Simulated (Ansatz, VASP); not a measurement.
# Two plane-wave programs on Te

```
CELL_PARAMETERS angstrom
3.02164 0.00000 0.00000
0.00000 3.02164 0.00000
0.00000 0.00000 3.02164
ATOMIC_POSITIONS crystal
Te 0.00000 0.00000 0.00000
```

Change from the starting cell: volume scaled by 0.84, PAW files.

Alike in both runs: task single point; functional PBE; k mesh 12 × 12 × 12; occupations fermi-dirac, width 0.08 eV; no spin polarisation.

|  | VASP | Ansatz |
| --- | --- | --- |
| version | VASP 6.6.1 | Ansatz 0.2.0 |
| potentials or method | VASP PAW PBE potentials, release 64 (Te) | PAW with Ansatz's default frozen-core files, scalar-relativistic |
| plane-wave cutoff (eV) | 520 | 420 |
| valence electrons in the cell | 6 | 16 |

|  | VASP | Ansatz | Ansatz less VASP |
| --- | --- | --- | --- |
| pressure (GPa) | 13.3 | 13.3 | -0.03 |

VASP's potentials hold 6 valence electrons a cell and Ansatz's 16, so a difference there can come from the potentials and not from the codes.

Neither program's run includes spin-orbit coupling.
